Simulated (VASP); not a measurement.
Crystal: Cu.

```
CELL_PARAMETERS angstrom
0.00000 1.80748 1.80748
1.80748 0.00000 1.80748
1.80748 1.80748 0.00000
ATOMIC_POSITIONS crystal
Cu 0.00000 0.00000 0.00000
```

```yaml
Program: VASP 6.6.1
Task: relaxation of cell and atoms
Functional: BLYP
Potentials_or_basis: VASP PAW PBE potentials, release 64 (Cu_sv_GW)
Cutoff: 820 eV
k_mesh: 15 × 15 × 15
Occupations: fermi-dirac, width 0.1 eV
Spin: no spin polarisation
```

At the start: pressure 8.7 GPa; volume 11.81 Å³/atom.

Problem. Where does the relaxation end?

Solution. Over 3 steps the energy falls by 17.6 meV/atom and the volume is 12.49 Å³/atom (+5.8 %); space group Fm-3m (No. 225, to 0.1 Å) before and after.

The path:
```
step  energy change (eV)  largest force (eV/Å)  pressure (GPa)  volume (Å³)
   1              0.0000                0.0000            8.69        11.81
   2             -0.0112                0.0000           -4.43        12.94
   3             -0.0176                0.0000            0.00        12.49
```

Final structure:
```yaml
crystal:
  lattice:
    - [0.00000, 1.84164, 1.84164]
    - [1.84164, 0.00000, 1.84164]
    - [1.84164, 1.84164, 0.00000]
  atoms:
    - { symbol: Cu, position: [0.00000, 0.00000, 0.00000] }
```

Caveat: the PAW data sets were made with another functional, which shifts forces and pressure a little.
